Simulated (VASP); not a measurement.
# Gd (P6_3/mmc) in VASP: a series of runs, part 2 of 2

VASP 6.6.1. Earlier steps stand in the parts before.

### Step 5. Single point, revPBE, collinear spin, ferromagnetic start (34.88 Å³/atom)

The input, INCAR:

```
SYSTEM = Gd
PREC = Accurate
ENCUT = 520
EDIFF = 1E-6
ISMEAR = -1
SIGMA = 0.05
LREAL = .FALSE.
LASPH = .TRUE.
NELM = 150
ALGO = Normal
ISIF = 2
LWAVE = .FALSE.
LCHARG = .FALSE.
ISPIN = 2
MAGMOM = 7.394 7.394
LORBIT = 11
LMAXMIX = 6
GGA = RE
NBANDS = 29
```

The input, KPOINTS:

```
Automatic mesh
0
G
  13 13 7
  0 0 0
```

The input, POSCAR:

```
Gd
1.0
    3.6919362771      0.0000000000      0.0000000000
   -1.8459681386      3.1973106052      0.0000000000
    0.0000000000      0.0000000000      5.9098185392
Gd
2
Direct
    0.3333333333      0.6666666667      0.2500000000
    0.6666666667      0.3333333333      0.7500000000
```

Potentials or basis: VASP PAW PBE potentials, release 64 (Gd).

Command:

```bash
> cat potpaw_PBE.64/Gd/POTCAR > POTCAR
> mpirun -np 1 vasp_std > vasp.out
```

OUTCAR:

```text
SYSTEM = Gd
   PREC = Accurate
   ENCUT = 520
   EDIFF = 1E-6
   ISMEAR = -1
   LREAL = .FALSE.
   LASPH = .TRUE.
   NELM = 150
   ISIF = 2
   ISPIN = 2
   LORBIT = 11
   GGA = RE

 ion  position               nearest neighbor table
   1  0.333  0.667  0.250-
   2  0.667  0.333  0.750-

  LATTYP: Found a hexagonal cell.
 ALAT       =     3.6919362771
 C/A-ratio  =     1.6007368751

  Lattice vectors:

 A1 = (   3.6919362771,   0.0000000000,   0.0000000000)
 A2 = (  -1.8459681386,   3.1973106052,   0.0000000000)
 A3 = (   0.0000000000,   0.0000000000,   5.9098185392)

Analysis of symmetry for initial positions (statically):
=====================================================================
 Subroutine PRICEL returns:
 Original cell was already a primitive cell.

 Routine SETGRP: Setting up the symmetry group for a
[... 969 lines left out ...]
      2     -39.3019      1.00000
      3     -18.0452      1.00000
      4     -17.4166      1.00000
      5     -17.4166      1.00000
      6     -17.3147      1.00000
[... 757 lines left out ...]
     28       5.5769      0.00000
     29       5.5982      0.00000

 [... further k-points ...]

------------------------ aborting loop because EDIFF is reached ----------------------------------------

  FORCE on cell =-STRESS in cart. coord.  units (eV):
  Direction    XX          YY          ZZ          XY          YZ          ZX
  --------------------------------------------------------------------------------------
  -------------------------------------------------------------------------------------
  Total       -0.5352705     -0.5352705     -0.2429775      0.0000000      0.0000000      0.0000000
  in kB      -12.2933630    -12.2933630     -5.5803765      0.0000000      0.0000000      0.0000000
  external PRESSURE =     -10.0557008 kB  Pullay stress =       0.0000000 kB

 VOLUME and BASIS-vectors are now :
 -----------------------------------------------------------------------------
  energy-cutoff  :      520.00
  volume of cell :       69.76
      direct lattice vectors                 reciprocal lattice vectors
     3.691936277  0.000000000  0.000000000     0.270860580  0.156381429  0.000000000
    -1.845968139  3.197310605  0.000000000     0.000000000  0.312762857  0.000000000
     0.000000000  0.000000000  5.909818539     0.000000000  0.000000000  0.169209933

 POSITION                                       TOTAL-FORCE (eV/Angst)
 -----------------------------------------------------------------------------------
     -0.00000      2.13154      1.47745         0.000000      0.000000      0.000000
      1.84597      1.06577      4.43236        -0.000000     -0.000000      0.000000
 -----------------------------------------------------------------------------------
    total drift:                               -0.000000      0.000000     -0.000000

  FREE ENERGIE OF THE ION-ELECTRON SYSTEM (eV)
  ---------------------------------------------------
  free  energy   TOTEN  =       -23.0092017807 eV

  energy  without entropy=      -22.9825242394  energy(sigma->0) =      -22.99586301

 total charge

# of ion       s       p       d       f       tot
--------------------------------------------------
    1        2.070   5.580   0.544   6.982  15.177
    2        2.070   5.580   0.544   6.982  15.177
--------------------------------------------------
tot          4.140  11.160   1.089  13.964  30.353

 magnetization (x)

# of ion       s       p       d       f       tot
--------------------------------------------------
    1        0.003  -0.057   0.229   6.827   7.003
    2        0.003  -0.057   0.229   6.827   7.003
--------------------------------------------------
tot          0.006  -0.113   0.459  13.654  14.005
```

Run time: 6.2 min. Hardware: 1 thread of Intel Xeon 6975P-C (Granite Rapids), shared host; peak memory 0.41 GiB.

What came out:

```
Free energy                                           : -23.0092 eV
Pressure                                              : -1.0 GPa
Net moment                                            : 15.41 μB per cell
Site moments                                          : Gd +7.00 μB
Valence electrons inside the program's atomic spheres : Gd 15.18
```

Levels at points of the mesh, in eV from the Fermi level:
Spin up:
| k point | band 23 | band 24 | band 25 | band 26 | band 27 | band 28 | band 29 |
| --- | --- | --- | --- | --- | --- | --- | --- |
| (0.00, 0.00, 0.00) | -4.95 | -2.46 | 0.75 | 1.29 | 1.29 | 1.39 | 1.86 |
Spin down:
| k point | band 6 | band 7 | band 8 | band 9 | band 10 | band 11 | band 12 | band 13 | band 14 | band 15 |
| --- | --- | --- | --- | --- | --- | --- | --- | --- | --- | --- |
| (0.00, 0.00, 0.00) | -20.12 | -20.12 | -20.12 | -4.06 | -1.30 | 0.29 | 0.32 | 0.36 | 0.41 | 0.41 |

Caveat: the PAW data sets were made with another functional, which shifts forces and pressure a little; spin-orbit coupling is left out, which moves the levels of the heavy elements; semilocal functionals describe open f shells poorly, which spoils levels, moments and volumes.

### Step 6. Summary

```csv
cell,k mesh,gap on the mesh (eV),pressure (GPa),moment (μB)
"a = 3.692, b = 3.692, c = 5.910 Å, angles 90.0, 90.0, 120.0°, 2 atoms",10 × 10 × 6,none,0.0,15.41
"a = 3.538, b = 3.538, c = 5.663 Å, angles 90.0, 90.0, 120.0°, 2 atoms",13 × 13 × 7,none,5.2,15.31
"a = 3.692, b = 3.692, c = 5.910 Å, angles 90.0, 90.0, 120.0°, 2 atoms",13 × 13 × 7,none,-1.0,15.41
```

Alike in all rows: task single point; level revPBE; potentials or basis VASP PAW PBE potentials, release 64 (Gd); spin collinear, ferromagnetic start; cutoff (eV) 520; smearing fermi-dirac 0.05 eV.

Caveats: the PAW data sets were made with another functional, which shifts forces and pressure a little; spin-orbit coupling is left out, which moves the levels of the heavy elements; semilocal functionals describe open f shells poorly, which spoils levels, moments and volumes; the cell stands under pressure (at least some runs).

Total energies depend on the potentials used, so only differences within one code and one set of settings carry meaning.
